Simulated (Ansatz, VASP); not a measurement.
# In in VASP and in Ansatz

The input INCAR:

```
PREC = Accurate
ENCUT = 520
EDIFF = 1E-7
ISMEAR = -1
SIGMA = 0.1
LREAL = F
LASPH = T
NELM = 100
ALGO = Normal
ISIF = 2
LWAVE = F
LCHARG = F
GGA = CA
NBANDS = 12
```

The input KPOINTS:

```
Automatic mesh
0
Gamma
  6 6 6
```

The input POSCAR:

```
In
1.0
    3.3769060122     -0.0000000131     -0.0000000179
    0.2472338521      3.3678434699     -0.0000000179
   -1.8120699199     -1.6839217170      2.2987615081
In
1
Direct
    0.0000000000      0.0000000000      0.0000000000
```

Input for Ansatz:

```yaml
crystal:
  lattice:
    a: 3.376906
    b: 3.376906
    c: 3.376906
    alpha: 122.45293
    beta: 122.45293
    gamma: 85.80144
  atoms:
    - { symbol: In, position: [0.0, 0.0, 0.0] }
kpoints:
  mp_grid:
    grid: [6, 6, 6]
hamiltonian:
  xc: lda
scf:
  occupations:
    method: fermi_dirac
    width: 0.1
output:
  forces: true
  stress: true
```

Alike in both runs: task single point; functional LDA; k mesh 6 × 6 × 6; occupations fermi-dirac, width 0.1 eV; no spin polarisation.

```csv
,VASP,Ansatz
version,VASP 6.6.1,Ansatz 0.2.0
potentials or method,"VASP PAW LDA potentials, release 64 (In_d)","plane waves, PAW"
plane-wave cutoff (eV),520,420
valence electrons in the cell,13,13
```

|  | VASP | Ansatz | Ansatz less VASP |
| --- | --- | --- | --- |
| pressure (GPa) | -3.1 | -3.1 | +0.01 |
| traceless stress, the component that is largest in VASP (GPa) | 0.38 | 0.43 | +0.051 |

LDA's correlation is that of Perdew and Zunger in VASP and of Perdew and Wang (1992) in Ansatz.

The k mesh is coarse, so the values compare programs but aren't converged.
